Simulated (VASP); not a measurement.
# InP (Fm-3m) in VASP: vibrations by perturbation theory with LDA

Aim: the vibrations by perturbation theory of InP with LDA.

Everything below comes from runs of VASP 6.6.1. Logs are shortened: lines on timing, memory, paths and dates and some standing lists are left out, and cuts for length are marked.

## 1. The cell of the first run

Symmetry: Fm-3m, No. 225, cubic system. The conventional cell has a = 5.193 Å, b = 5.193 Å, c = 5.193 Å, α = 90.00°, β = 90.00°, γ = 90.00°. In (site symmetry m-3m) has 6 P at 2.60 Å within 3.4 Å. P (site symmetry m-3m) has 6 In at 2.60 Å within 3.4 Å.

## 2. Vibrations by perturbation theory, LDA

The input, INCAR:

```
SYSTEM = InP
  PREC = Accurate
  ENCUT = 520
  EDIFF = 1E-8
  ISMEAR = -1
  SIGMA = 0.15
  LREAL = .False.
  LASPH = .True.
  NELM = 80
  ALGO = Normal
  ISIF = 2
  LWAVE = .False.
  LCHARG = .True.
  GGA = CA
  NBANDS = 16
  IBRION = 8
  NSW = 1
```

The input, KPOINTS:

```
Automatic mesh
0
Gamma
  14 14 14
  0 0 0
```

The input, POSCAR:

```
InP
1.0
    0.0000000000      2.5965000000      2.5965000000
    2.5965000000      0.0000000000      2.5965000000
    2.5965000000      2.5965000000      0.0000000000
In P
1 1
Direct
    0.0000000000      0.0000000000      0.0000000000
    0.5000000000      0.5000000000      0.5000000000
```

Potentials or basis: VASP PAW LDA potentials, release 64 (In_d, P).

On the command line:

```sh
$ cat potpaw_LDA.64/In_d/POTCAR potpaw_LDA.64/P/POTCAR > POTCAR
$ mpirun -np 1 vasp_std > vasp.out
```

OUTCAR:

```text
SYSTEM = InP
   PREC = Accurate
   ENCUT = 520
   EDIFF = 1E-8
   ISMEAR = -1
   LREAL = .False.
   LASPH = .True.
   NELM = 80
   ISIF = 2
   GGA = CA
   IBRION = 8
   NSW = 1

 ion  position               nearest neighbor table
   1  0.000  0.000  0.000-   2 2.60   2 2.60   2 2.60   2 2.60   2 2.60   2 2.60
   2  0.500  0.500  0.500-   1 2.60   1 2.60   1 2.60   1 2.60   1 2.60   1 2.60

  LATTYP: Found a face centered cubic cell.
 ALAT       =     5.1930000000

  Lattice vectors:

 A1 = (   0.0000000000,   2.5965000000,   2.5965000000)
 A2 = (   2.5965000000,   0.0000000000,   2.5965000000)
 A3 = (   2.5965000000,   2.5965000000,   0.0000000000)

Analysis of symmetry for initial positions (statically):
=====================================================================
 Subroutine PRICEL returns:
 Original cell was already a primitive cell.

 Routine SETGRP: Setting up the symmetry group for a
 face centered cubic supercell.

 Subroutine GETGRP returns: Found 48 space group operations
 (whereof 48 operations were pure point group operations)
 out of a pool of 48 trial point group operations.

The static configuration has the point symmetry O_h .

Analysis of symmetry for dynamics (positions and initial velocities):
=====================================================================
 Subroutine PRICEL returns:
 Original cell was already a primitive cell.

 Routine SETGRP: Setting up the symmetry group for a
 face centered cubic supercell.

 Subroutine GETGRP returns: Found 48 space group operations
 (whereof 48 operations were pure point group operations)
 out of a pool of 48 trial point group operations.

The dynamic configuration has the point symmetry O_h .

 Subroutine INISYM returns: Found 48 space group operations
 (whereof 48 operations are pure point group operations),
 and found     1 'primitive' translations

----------------------------------------------------------------------------------------

                                     Primitive cell

  volume of cell :      35.0102

  direct lattice vectors                    reciprocal lattice vectors
     0.000000000  2.596500000  2.596500000    -0.192566917  0.192566917  0.192566917
     2.596500000  0.000000000  2.596500000     0.192566917 -0.192566917  0.192566917
     2.596500000  2.596500000  0.000000000     0.192566917  0.192566917 -0.192566917

  length of vectors
     3.672005515  3.672005515  3.672005515     0.333535684  0.333535684  0.333535684

  position of ions in fractional coordinates (direct lattice)
     0.000000000  0.000000000  0.000000000
     0.500000000  0.500000000  0.500000000

  ion indices of the primitive-cell ions
   primitive index   ion index
                 1           1
                 2           2

----------------------------------------------------------------------------------------

 KPOINTS: Automatic mesh

Automatic generation of k-mesh.
 Grid dimensions read from file:
 generate k-points for:   14   14   14

 Generating k-lattice:

  Cartesian coordinates                     Fractional coordinates (reciprocal lattice)
    -0.013754780  0.013754780  0.013754780     0.071428571  0.000000000  0.000000000
     0.013754780 -0.013754780  0.013754780     0.000000000  0.071428571  0.000000000
     0.013754780  0.013754780 -0.013754780     0.000000000  0.000000000  0.071428571

  Length of vectors
[... 69 lines left out ...]
   EFERMI =   0.00;   METHOD = LEGACY
   ISMEAR =    -1;   SIGMA  =   0.15  broadening in eV -4-tet -1-fermi 0-gaus
   EFERMI_NEDOS =   21; number of points for ismear=-14 and -15
   IALGO  =     38    algorithm
   IMIX   =      4    mixing-type and parameters
     AMIX     =   0.40;   BMIX     =  1.00
     AMIX_MAG =   1.60;   BMIX_MAG =  1.00
  volume/ion in A,a.u.               =      17.51       118.13
  Fermi-wavevector in a.u.,A,eV,Ry     =   1.311497  2.478370 23.402357  1.720025
  Thomas-Fermi vector in A             =   2.441954
   LORBIT       =      0    0 simple, 1 ext, 2 COOP (PROOUT), +10 PAW based schemes
   GGA     = CA    functional components
   LHFCALC =     F    Hartree Fock is set to
   AEXX    =    0.0000 exact exchange contribution
   IVDW    =     0    specifies the selected vdW correction
   LEPSILON=     F    determine dielectric tensor
   LRPA    =     F    only Hartree local field effects (RPA)
 non-spin polarized calculation
  energy-cutoff  :      520.00
  volume of cell :       35.01
 maximum number of plane-waves:       960
   NGX = 13   NGY = 13   NGZ = 13

--------------------------------------- Ionic step        1  -------------------------------------------

 number of electron      18.0000007 magnetization

 Free energy of the ion-electron system (eV)
  ---------------------------------------------------
  ext. energy  EPLUGINS =         0.00000000
  ---------------------------------------------------
  free energy    TOTEN  =        -9.14714522 eV

  energy without entropy =       -9.08892428  energy(sigma->0) =       -9.11803475

 E-fermi :   9.5183     XC(G=0): -11.5415

 val. band max:        9.5126305717   @ k =   0.3571   0.0000   0.0000
 cond. band min:       9.5188978546   @ k =   0.5000   0.3571   0.0714
 fundamental gap:      0.0062672828
 Fermi energy:         9.5182914242

 k-point     1 :       0.0000    0.0000    0.0000
  band No.  band energies     occupation
      1      -5.0378      2.00000
      2      -5.0378      2.00000
      3      -5.0001      2.00000
      4      -5.0001      2.00000
      5      -5.0001      2.00000
      6      -4.1448      2.00000
[... 433 lines left out ...]
      3      -5.0309      2.00000
      4      -4.9311      2.00000
      5      -4.8991      2.00000
      6      -2.9251      2.00000
[... 8 lines left out ...]
     15      20.1294      0.00000
     16      20.4966      0.00000

 [... further k-points ...]
[... 5 lines left out ...]
  --------------------------------------------------------------------------------------
  -------------------------------------------------------------------------------------
  Total        3.3977959      3.3977959      3.3977959     -0.0000000      0.0000000     -0.0000000
  in kB      155.4937353    155.4937353    155.4937353     -0.0000000      0.0000000     -0.0000000
  external PRESSURE =     155.4937353 kB  Pullay stress =       0.0000000 kB

 VOLUME and BASIS-vectors are now :
 -----------------------------------------------------------------------------
  energy-cutoff  :      520.00
  volume of cell :       35.01
      direct lattice vectors                 reciprocal lattice vectors
     0.000000000  2.596500000  2.596500000    -0.192566917  0.192566917  0.192566917
     2.596500000  0.000000000  2.596500000     0.192566917 -0.192566917  0.192566917
     2.596500000  2.596500000  0.000000000     0.192566917  0.192566917 -0.192566917

 POSITION                                       TOTAL-FORCE (eV/Angst)
 -----------------------------------------------------------------------------------
      0.00000      0.00000      0.00000         0.000000     -0.000000      0.000000
      2.59650      2.59650      2.59650        -0.000000      0.000000     -0.000000
 -----------------------------------------------------------------------------------
    total drift:                               -0.000000      0.000000      0.000000

  FREE ENERGIE OF THE ION-ELECTRON SYSTEM (eV)
  ---------------------------------------------------
  free  energy   TOTEN  =        -9.1471452164 eV

  energy  without entropy=       -9.0889242830  energy(sigma->0) =       -9.11803475

[... ionic steps 2 to 3 ...]

--------------------------------------- Ionic step        4  -------------------------------------------

------------------------ aborting loop because EDIFF is reached ----------------------------------------

[... ionic steps 5 to 6 ...]

--------------------------------------- Ionic step        7  -------------------------------------------

 Free energy of the ion-electron system (eV)
  ---------------------------------------------------
  ---------------------------------------------------
  free energy    TOTEN  =        -0.04761407 eV

  energy without entropy =       -0.04761407

------------------------ aborting loop because EDIFF is reached ----------------------------------------

 INTERNAL STRAIN TENSOR  FOR ION    2  DIRECTION 1   (eV/Angst):
 -----------------------------------------------------------------------------
    -0.06276 -0.00000  0.00000
     0.00000  0.03708  0.00000
     0.00000  0.00000  0.03708

 INTERNAL STRAIN TENSOR FOR ION    2 for displacements in x,y,z  (eV/Angst):
          X           Y           Z          XY          YZ          ZX
  --------------------------------------------------------------------------------
  x     0.00000     0.00000     0.00000     0.00000     0.00000     0.00000
  y     0.00000     0.00000     0.00000     0.00000     0.00000     0.00000
  z     0.00000     0.00000     0.00000     0.00000     0.00000     0.00000

 SECOND DERIVATIVES (NOT SYMMETRIZED)
 ------------------------------------
               1X          1Y          1Z          2X          2Y          2Z
  1X    -5.629703    0.000000    0.000000    5.629703    0.000000    0.000000
  1Y     0.000000   -5.629703    0.000000    0.000000    5.629703    0.000000
  1Z     0.000000    0.000000   -5.629703    0.000000    0.000000    5.629703
  2X     5.616226    0.000000    0.000000   -5.616226    0.000000    0.000000
  2Y     0.000000    5.616226    0.000000    0.000000   -5.616226    0.000000
  2Z     0.000000    0.000000    5.616226    0.000000    0.000000   -5.616226

 Eigenvectors and eigenvalues of the dynamical matrix
 ----------------------------------------------------

   1 f  =    7.503193 THz    47.143955 2PiTHz  250.279593 cm-1    31.030701 meV
             X         Y         Z           dx          dy          dz
      0.000000  0.000000  0.000000     0.000000   -0.053591   -0.458236
      2.596500  2.596500  2.596500     0.000000    0.103057    0.881208
[... 21 lines left out ...]
   6 f/i=    0.003680 THz     0.023125 2PiTHz    0.122767 cm-1     0.015221 meV
             X         Y         Z           dx          dy          dz
      0.000000  0.000000  0.000000     0.881456   -0.100344   -0.010679
      2.596500  2.596500  2.596500     0.458365   -0.052180   -0.005553

--------------------------------------------------------------------------------------------------------

 ELASTIC MODULI CONTR FROM IONIC RELAXATION (kBar)
 Direction    XX          YY          ZZ          XY          YZ          ZX
 --------------------------------------------------------------------------------
 XX           0.0000      0.0000      0.0000      0.0000      0.0000      0.0000
 YY           0.0000      0.0000      0.0000      0.0000      0.0000      0.0000
 ZZ           0.0000      0.0000      0.0000      0.0000      0.0000      0.0000
 XY           0.0000      0.0000      0.0000      0.0000      0.0000      0.0000
 YZ           0.0000      0.0000      0.0000      0.0000      0.0000      0.0000
 ZX           0.0000      0.0000      0.0000      0.0000      0.0000      0.0000
 --------------------------------------------------------------------------------
```

It took 8.1 min on 1 thread of Intel Xeon Platinum 8259CL at 2.50GHz (Skylake/Cascade Lake), shared host; peak memory 0.38 GiB.

What came out:

- Highest phonon frequency at Γ, LO-TO splitting left out: 250 cm⁻¹

Phonon frequencies in cm⁻¹ (negative: imaginary):
```
              q point        frequencies
(0.000, 0.000, 0.000)  0 0 0 250 250 250
```

Caveat: the cell wasn't relaxed at this level first, which shifts response properties; spin-orbit coupling is left out, which moves the levels of the heavy elements.
